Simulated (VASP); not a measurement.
**Ga3Sb: relaxation of shape and atoms at fixed volume with PBEsol+D3(BJ)**

Ga3Sb:

```
Ga Sb
1.0
    -2.02808    2.02808    4.33617
     2.02808   -2.02808    4.33617
     2.02808    2.02808   -4.33617
Ga Sb
3 1
Direct
  0.75000 0.25000 0.50000
  0.25000 0.75000 0.50000
  0.50000 0.50000 0.00000
  0.00000 0.00000 0.00000
```

```
Program                : VASP 6.6.1
Task                   : relaxation of shape and atoms at fixed volume
Functional             : PBEsol
Dispersion             : D3(BJ)
Potentials or basis    : VASP PAW PBE potentials, release 64 (Ga_d, Sb)
Cutoff                 : 600 eV
k mesh                 : 14 × 14 × 14
Occupations            : gaussian, width 0.1 eV
Spin                   : no spin polarisation
Dipole correction      : no
Further INCAR settings : ALGO = Fast; EDIFF = 1e-06; IBRION = 2; EDIFFG = -0.01; NSW = 50; ISIF = 4
```

The energy gained by relaxing is 0.0 meV/atom, the ionic steps are 2 and the pressure after relaxing is 7.8 GPa. The band gap on the k mesh is zero (bands 22 and 23 overlap by 5.60 eV). The dispersion energy per atom is -0.413 eV.

Stress tensor (GPa, compression positive):
```
7.82 0.00 0.00
0.00 7.82 0.00
0.00 0.00 7.68
```

Final structure:
```yaml
crystal:
  lattice:
    - [-2.02865, 2.02865, 4.33374]
    - [2.02865, -2.02865, 4.33374]
    - [2.02865, 2.02865, -4.33374]
  atoms:
    - { symbol: Ga, position: [0.75000, 0.25000, 0.50000] }
    - { symbol: Ga, position: [0.25000, 0.75000, 0.50000] }
    - { symbol: Ga, position: [0.50000, 0.50000, 0.00000] }
    - { symbol: Sb, position: [0.00000, 0.00000, 0.00000] }
```

Levels at points of the mesh, in eV from the Fermi level:
```tsv
k point	band 19	band 20	band 21	band 22	band 23	band 24	band 25	band 26
(0.00, 0.00, 0.00)	-2.59	-2.35	-2.35	-1.48	-0.80	-0.80	0.57	0.63
(0.50, 0.00, 0.00)	-5.75	-1.40	-0.34	-0.29	-0.05	2.13	3.11	3.69
(0.50, 0.50, 0.00)	-6.03	-5.54	-5.30	-0.07	0.17	0.34	0.86	8.22
(0.50, 0.50, 0.50)	-3.96	-3.61	-2.42	2.86	3.19	3.19	4.09	5.48
```

It took 31 min on 1 thread of Oxide Virtual Turin-like Processor, with other jobs on the host, peak memory 0.6 GiB.

Caveat: the PAW data sets were made with another functional, which shifts forces and pressure a little; spin-orbit coupling is left out, which moves the levels of the heavy elements.
